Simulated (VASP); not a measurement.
# HfSi4 (Im-3m) in VASP: a series of runs

Runs on HfSi4. Level: PBE. Tasks: single point, relaxation of cell and atoms.

Everything below comes from runs of VASP 6.6.1. Logs are shortened: lines on timing, memory, paths and dates and some standing lists are left out, and cuts for length are marked.

## Step 1: The cell of the first run

Symmetry: Im-3m, No. 229, cubic system. Conventional cell: a = 5.398 Å, b = 5.398 Å, c = 5.398 Å, α = 90.00°, β = 90.00°, γ = 90.00°. Hf (site symmetry m-3m) has 8 Si at 2.34 Å within 3.1 Å. Si (site symmetry -3m) has 2 Hf at 2.34 Å and 6 Si at 2.70 Å within 3.1 Å.

The cell was generated, and may not be a known phase.

## Step 2: Single point, PBE

The input, INCAR:

```
SYSTEM = HfSi4
ALGO = Normal ; EDIFF = 1E-6
ENCUT = 520 ; GGA = PE
ISIF = 2 ; ISMEAR = 0
LASPH = .TRUE. ; LCHARG = .FALSE.
LREAL = .FALSE. ; LWAVE = .FALSE.
NBANDS = 21 ; NELM = 100
PREC = Accurate ; SIGMA = 0.1
```

The input, KPOINTS:

```
k-points
0
G
  4 4 4
  0 0 0
```

The input, POSCAR:

```
HfSi4
1.0
   -2.6989956700      2.6989956700      2.6989956700
    2.6989956700     -2.6989956700      2.6989956700
    2.6989956700      2.6989956700     -2.6989956700
Hf Si
1 4
Direct
    0.0000000000      0.0000000000      0.0000000000
    0.0000000000      0.0000000000      0.5000000000
    0.0000000000      0.5000000000      0.0000000000
    0.5000000000      0.0000000000      0.0000000000
    0.5000000000      0.5000000000      0.5000000000
```

Potentials or basis: VASP PAW PBE potentials, release 64 (Hf_pv, Si).

The run is started by

```bash
$ cat potpaw_PBE.64/Hf_pv/POTCAR potpaw_PBE.64/Si/POTCAR > POTCAR
$ mpirun -np 1 vasp_std > vasp.out
```

OUTCAR:

```text
SYSTEM = HfSi4
   EDIFF = 1E-6
   ENCUT = 520
   GGA = PE
   ISIF = 2
   ISMEAR = 0
   LASPH = .TRUE.
   LREAL = .FALSE.
   NELM = 100
   PREC = Accurate

 ion  position               nearest neighbor table
   1  0.000  0.000  0.000-   2 2.34   3 2.34   4 2.34   5 2.34   2 2.34   3 2.34   4 2.34   5 2.34

   2  0.000  0.000  0.500-   1 2.34   1 2.34   4 2.70   5 2.70   3 2.70   3 2.70   4 2.70   5 2.70

   3  0.000  0.500  0.000-   1 2.34   1 2.34   4 2.70   5 2.70   2 2.70   2 2.70   5 2.70   4 2.70

   4  0.500  0.000  0.000-   1 2.34   1 2.34   3 2.70   5 2.70   5 2.70   2 2.70   2 2.70   3 2.70

   5  0.500  0.500  0.500-   1 2.34   1 2.34   3 2.70   4 2.70   4 2.70   3 2.70   2 2.70   2 2.70

  LATTYP: Found a body centered cubic cell.
 ALAT       =     5.3979913400

  Lattice vectors:

 A1 = (  -2.6989956700,   2.6989956700,   2.6989956700)
 A2 = (   2.6989956700,  -2.6989956700,   2.6989956700)
 A3 = (   2.6989956700,   2.6989956700,  -2.6989956700)

Analysis of symmetry for initial positions (statically):
=====================================================================
 Subroutine PRICEL returns:
 Original cell was already a primitive cell.

 Routine SETGRP: Setting up the symmetry group for a
 body centered cubic supercell.

 Subroutine GETGRP returns: Found 48 space group operations
 (whereof 48 operations were pure point group operations)
 out of a pool of 48 trial point group operations.

The static configuration has the point symmetry O_h .

Analysis of symmetry for dynamics (positions and initial velocities):
=====================================================================
 Subroutine PRICEL returns:
 Original cell was already a primitive cell.

 Routine SETGRP: Setting up the symmetry group for a
 body centered cubic supercell.

 Subroutine GETGRP returns: Found 48 space group operations
 (whereof 48 operations were pure point group operations)
 out of a pool of 48 trial point group operations.

The dynamic configuration has the point symmetry O_h .

 Subroutine INISYM returns: Found 48 space group operations
 (whereof 48 operations are pure point group operations),
 and found     1 'primitive' translations

----------------------------------------------------------------------------------------

                                     Primitive cell

[... 78 lines left out ...]
   NELM   =    100;   NELMIN=  2; NELMDL= -5     # of ELM steps
   EDIFF  = 0.1E-05   stopping-criterion for ELM
   LREAL  =      F    real-space projection
   EDIFFG = 0.1E-04   stopping-criterion for IOM
   NSW    =      0    number of steps for IOM
   IBRION =     -1    ionic relax: 0-MD 1-quasi-New 2-CG
   NFREE  =      0    steps in history (QN), initial steepest desc. (CG)
   ISIF   =      2    stress and relaxation
   ISYM   =      2    0-nonsym 1-usesym 2-fastsym
   POTIM  = 0.5000    time-step for ionic-motion
   TEBEG  =    0.0;   TEEND  =   0.0 temperature during run
   PSTRESS=    0.0 pullay stress
   NELECT =      26.0000    total number of electrons
   NUPDOWN=      -1.0000    fix difference up-down
   EMIN   =  10.00;   EMAX   =-10.00  energy-range for DOS
   EFERMI =   0.00;   METHOD = LEGACY
   ISMEAR =     0;   SIGMA  =   0.10  broadening in eV -4-tet -1-fermi 0-gaus
   EFERMI_NEDOS =   21; number of points for ismear=-14 and -15
   IALGO  =     38    algorithm
   IMIX   =      4    mixing-type and parameters
     AMIX     =   0.40;   BMIX     =  1.00
     AMIX_MAG =   1.60;   BMIX_MAG =  1.00
  volume/ion in A,a.u.               =      15.73       106.14
  Fermi-wavevector in a.u.,A,eV,Ry     =   1.131993  2.139157 17.434618  1.281408
  Thomas-Fermi vector in A             =   2.268693
   LORBIT       =      0    0 simple, 1 ext, 2 COOP (PROOUT), +10 PAW based schemes
   GGA     = PE    functional components
   LHFCALC =     F    Hartree Fock is set to
   AEXX    =    0.0000 exact exchange contribution
   IVDW    =     0    specifies the selected vdW correction
   LEPSILON=     F    determine dielectric tensor
   LRPA    =     F    only Hartree local field effects (RPA)
 non-spin polarized calculation
 Gauss-broadening in eV      SIGMA  =   0.10
  energy-cutoff  :      520.00
  volume of cell :       78.64
 maximum number of plane-waves:      2130
 NGX is ok and might be reduce to    36
   NGX = 17   NGY = 17   NGZ = 17

 number of electron      26.0000003 magnetization

 Free energy of the ion-electron system (eV)
  ---------------------------------------------------
  ext. energy  EPLUGINS =         0.00000000
  ---------------------------------------------------
  free energy    TOTEN  =       -27.90110086 eV

  energy without entropy =      -27.87475329  energy(sigma->0) =      -27.88792708

 E-fermi :   8.3457     XC(G=0): -11.0163

 val. band max:        8.2767053348   @ k =   0.5000   0.0000   0.0000
 cond. band min:       8.3866557106   @ k =  -0.2500   0.2500   0.2500
 fundamental gap:      0.1099503758
 Fermi energy:         8.3456914218

 k-point     1 :       0.0000    0.0000    0.0000
  band No.  band energies     occupation
      1     -21.0010      2.00000
      2     -21.0010      2.00000
      3     -21.0010      2.00000
      4      -4.3720      2.00000
      5       1.7228      2.00000
      6       1.7228      2.00000
[... 181 lines left out ...]
     20      13.5875      0.00000
     21      13.5875      0.00000

------------------------ aborting loop because EDIFF is reached ----------------------------------------

  FORCE on cell =-STRESS in cart. coord.  units (eV):
  Direction    XX          YY          ZZ          XY          YZ          ZX
  --------------------------------------------------------------------------------------
  -------------------------------------------------------------------------------------
  Total       17.7527315     17.7527315     17.7527315     -0.0000000     -0.0000000     -0.0000000
  in kB      361.6672728    361.6672728    361.6672728     -0.0000000     -0.0000000     -0.0000000
  external PRESSURE =     361.6672728 kB  Pullay stress =       0.0000000 kB

 VOLUME and BASIS-vectors are now :
 -----------------------------------------------------------------------------
  energy-cutoff  :      520.00
  volume of cell :       78.64
      direct lattice vectors                 reciprocal lattice vectors
    -2.698995670  2.698995670  2.698995670     0.000000000  0.185254095  0.185254095
     2.698995670 -2.698995670  2.698995670     0.185254095  0.000000000  0.185254095
     2.698995670  2.698995670 -2.698995670     0.185254095  0.185254095  0.000000000

 POSITION                                       TOTAL-FORCE (eV/Angst)
 -----------------------------------------------------------------------------------
      0.00000      0.00000      0.00000         0.000000     -0.000000      0.000000
      1.34950      1.34950     -1.34950        -0.000000     -0.000000      0.000000
      1.34950     -1.34950      1.34950         0.000000      0.000000      0.000000
     -1.34950      1.34950      1.34950         0.000000      0.000000     -0.000000
      1.34950      1.34950      1.34950        -0.000000     -0.000000     -0.000000
 -----------------------------------------------------------------------------------
    total drift:                               -0.000000     -0.000000     -0.000000

  FREE ENERGIE OF THE ION-ELECTRON SYSTEM (eV)
  ---------------------------------------------------
  free  energy   TOTEN  =       -27.9011008607 eV

  energy  without entropy=      -27.8747532940  energy(sigma->0) =      -27.88792708
```

OSZICAR:

```text
N       E                     dE             d eps       ncg     rms          rms(c)
DAV:   1     0.780559135655E+02    0.78056E+02   -0.12544E+04   336   0.110E+03
DAV:   2    -0.240701105413E+02   -0.10213E+03   -0.97853E+02   441   0.223E+02
DAV:   3    -0.290818903374E+02   -0.50118E+01   -0.49386E+01   427   0.366E+01
DAV:   4    -0.291375657029E+02   -0.55675E-01   -0.55623E-01   433   0.477E+00
DAV:   5    -0.291384098433E+02   -0.84414E-03   -0.84398E-03   422   0.554E-01    0.107E+02
DAV:   6    -0.280622862290E+02    0.10761E+01   -0.24230E+00   400   0.636E+00    0.555E+01
DAV:   7    -0.279072690966E+02    0.15502E+00   -0.45078E-01   420   0.315E+00    0.584E+00
DAV:   8    -0.279008079469E+02    0.64611E-02   -0.67585E-02   405   0.141E+00    0.164E+00
DAV:   9    -0.279010520126E+02   -0.24407E-03   -0.25176E-03   414   0.303E-01    0.424E-01
DAV:  10    -0.279011463305E+02   -0.94318E-04   -0.10684E-03   410   0.194E-01    0.230E-01
DAV:  11    -0.279011014974E+02    0.44833E-04   -0.12532E-04   396   0.642E-02    0.115E-01
DAV:  12    -0.279010995463E+02    0.19511E-05   -0.39247E-05   431   0.368E-02    0.124E-01
DAV:  13    -0.279011008495E+02   -0.13032E-05   -0.11199E-06   279   0.667E-03    0.228E-02
DAV:  14    -0.279011008607E+02   -0.11158E-07   -0.50956E-07   243   0.409E-03
   1 F= -.27901101E+02 E0= -.27887927E+02  d E =-.263476E-01
```

Wall time 12 s (1 thread of Intel Xeon Platinum 8488C (Sapphire Rapids), shared host); peak memory 0.2 GiB.

What came out:

```
Free energy            : -27.9011 eV
Pressure               : 36.2 GPa
Band gap on the k mesh : zero (bands 13 and 14 overlap by 2.40 eV)
```

Caveat: the k points lie up to 0.41 Å⁻¹ apart, too coarse for converged energies and pressures of a metal; spin-orbit coupling is left out, which moves the levels of the heavy elements.

## Step 3: Single point, PBE

This run uses another cell than the first one, of 20.24 Å³/atom.

The input, INCAR:

```
PREC = Accurate
ENCUT = 520
EDIFF = 1E-6
ISMEAR = 0
SIGMA = 0.1
LREAL = F
LASPH = T
NELM = 100
ALGO = Normal
ISIF = 2
LWAVE = F
LCHARG = F
GGA = PE
NBANDS = 21
```

The input, KPOINTS:

```
regular mesh
0
Gamma
  4 4 4
```

Edit POSCAR of step 2 so:

```diff
@@ -2,5 +2,5 @@
 1.0
-   -2.6989956700      2.6989956700      2.6989956700
-    2.6989956700     -2.6989956700      2.6989956700
-    2.6989956700      2.6989956700     -2.6989956700
+   -2.9354431850      2.9354431850      2.9354431850
+    2.9354431850     -2.9354431850      2.9354431850
+    2.9354431850      2.9354431850     -2.9354431850
 Hf Si
```

Potentials or basis: VASP PAW PBE potentials, release 64 (Hf_pv, Si).

The run is started by

```bash
$ cat potpaw_PBE.64/Hf_pv/POTCAR potpaw_PBE.64/Si/POTCAR > POTCAR
$ mpirun -np 1 vasp_std > vasp.out
```

OUTCAR:

```text
PREC = Accurate
   ENCUT = 520
   EDIFF = 1E-6
   ISMEAR = 0
   LREAL = F
   LASPH = T
   NELM = 100
   ISIF = 2
   GGA = PE

 ion  position               nearest neighbor table
   1  0.000  0.000  0.000-   2 2.54   3 2.54   4 2.54   5 2.54   2 2.54   3 2.54   4 2.54   5 2.54

   2  0.000  0.000  0.500-   1 2.54   1 2.54   4 2.94   5 2.94   3 2.94   3 2.94   4 2.94   5 2.94

   3  0.000  0.500  0.000-   1 2.54   1 2.54   4 2.94   5 2.94   2 2.94   2 2.94   5 2.94   4 2.94
[... 381 lines left out ...]
  --------------------------------------------------------------------------------------
  -------------------------------------------------------------------------------------
  Total        0.3102579      0.3102579      0.3102579      0.0000000     -0.0000000      0.0000000
  in kB        4.9130634      4.9130634      4.9130634      0.0000000     -0.0000000      0.0000000
  external PRESSURE =       4.9130634 kB  Pullay stress =       0.0000000 kB

 VOLUME and BASIS-vectors are now :
 -----------------------------------------------------------------------------
  energy-cutoff  :      520.00
  volume of cell :      101.18
      direct lattice vectors                 reciprocal lattice vectors
    -2.935443185  2.935443185  2.935443185     0.000000000  0.170332031  0.170332031
     2.935443185 -2.935443185  2.935443185     0.170332031  0.000000000  0.170332031
     2.935443185  2.935443185 -2.935443185     0.170332031  0.170332031  0.000000000

 POSITION                                       TOTAL-FORCE (eV/Angst)
 -----------------------------------------------------------------------------------
      0.00000      0.00000      0.00000         0.000000     -0.000000      0.000000
      1.46772      1.46772     -1.46772         0.000000      0.000000      0.000000
      1.46772     -1.46772      1.46772        -0.000000      0.000000     -0.000000
     -1.46772      1.46772      1.46772         0.000000      0.000000     -0.000000
      1.46772      1.46772      1.46772        -0.000000     -0.000000      0.000000
 -----------------------------------------------------------------------------------
    total drift:                               -0.000000     -0.000000      0.000000

  FREE ENERGIE OF THE ION-ELECTRON SYSTEM (eV)
  ---------------------------------------------------
  free  energy   TOTEN  =       -30.0209953896 eV

  energy  without entropy=      -29.9880331094  energy(sigma->0) =      -30.00451425
```

It took 16 s on 1 thread of Intel Xeon Platinum 8488C (Sapphire Rapids), shared host; peak memory 0.24 GiB.

Results:

- Free energy: -30.0210 eV
- Pressure: 0.5 GPa
- Band gap on the k mesh: zero (bands 13 and 14 overlap by 0.72 eV)

Caveat: the k points lie up to 0.38 Å⁻¹ apart, too coarse for converged energies and pressures of a metal; spin-orbit coupling is left out, which moves the levels of the heavy elements.

## Step 4: Relaxation of cell and atoms, PBE

The input, INCAR:

```
SYSTEM = HfSi4
PREC = Accurate
ENCUT = 600
EDIFF = 1E-6
ISMEAR = 0
SIGMA = 0.1
LREAL = .False.
LASPH = .True.
NELM = 60
ALGO = Normal
ISIF = 3
LWAVE = .False.
LCHARG = .False.
GGA = PE
IBRION = 2
NSW = 90
EDIFFG = -0.04
```

The input, KPOINTS:

```
regular mesh
0
Gamma
  4 4 4
  0 0 0
```

Edit POSCAR of step 3 so:

```diff
@@ -2,5 +2,5 @@
 1.0
-   -2.9354431850      2.9354431850      2.9354431850
-    2.9354431850     -2.9354431850      2.9354431850
-    2.9354431850      2.9354431850     -2.9354431850
+   -2.6989956700      2.6989956700      2.6989956700
+    2.6989956700     -2.6989956700      2.6989956700
+    2.6989956700      2.6989956700     -2.6989956700
 Hf Si
```

The run is started by

```bash
$ cat potpaw_PBE.64/Hf_pv/POTCAR potpaw_PBE.64/Si/POTCAR > POTCAR
$ mpirun -np 1 vasp_std > vasp.out
```

Run time: 53 s. Hardware: 1 thread of Intel Xeon Platinum 8488C (Sapphire Rapids), shared host; peak memory 0.24 GiB.

Results (log left out):

```yaml
Free_energy: -30.0200 eV
Relaxed_volume: 20.41 Å³/atom
Relaxed_cell: a = 5.099 Å, b = 5.099 Å, c = 5.099 Å, α = 109.47°, β = 109.47°, γ = 109.47°
Space_group_after_relaxing_to_0.1_Å: Im-3m (No. 229)
Energy_gained_by_relaxing: 423.6 meV/atom
Ionic_steps: 4
Pressure_after_relaxing: -0.2 GPa
Band_gap_on_the_k_mesh: zero (bands 13 and 14 overlap by 0.66 eV)
```

Step by step:
```csv
step,energy change (eV),largest force (eV/Å),pressure (GPa),volume (Å³)
1,0.0000,0.0000,36.18,78.64
2,-1.2257,0.0000,-10.08,126.39
3,-2.1157,0.0000,-0.83,102.80
4,-2.1182,0.0000,-0.22,102.03
```

Final structure:
```
CELL_PARAMETERS angstrom
-2.94363 2.94363 2.94363
2.94363 -2.94363 2.94363
2.94363 2.94363 -2.94363
ATOMIC_POSITIONS crystal
Hf 0.00000 0.00000 0.00000
Si 0.00000 0.00000 0.50000
Si 0.00000 0.50000 0.00000
Si 0.50000 0.00000 0.00000
Si 0.50000 0.50000 0.50000
```

Levels at points of the mesh, in eV from the Fermi level:
| k point | band 11 | band 12 | band 13 | band 14 | band 15 | band 16 |
| --- | --- | --- | --- | --- | --- | --- |
| (0.00, 0.00, 0.00) | -2.34 | -2.34 | -2.34 | -0.34 | -0.34 | 2.35 |
| (0.50, 0.00, 0.00) | -2.08 | -1.80 | -0.46 | 0.12 | 1.39 | 2.26 |
| (0.50, 0.50, 0.50) | -2.88 | -2.88 | -2.07 | 3.48 | 3.48 | 3.48 |

Caveat: the k points lie up to 0.38 Å⁻¹ apart in the final cell, too coarse for converged energies and pressures of a metal; the volume moved by over 15 % at a fixed basis, so the end points are rough; spin-orbit coupling is left out, which moves the levels of the heavy elements.

(Continued in part 2 of 2.)

The gap in the log of VASP goes by the Fermi energy; the results here count the filled bands.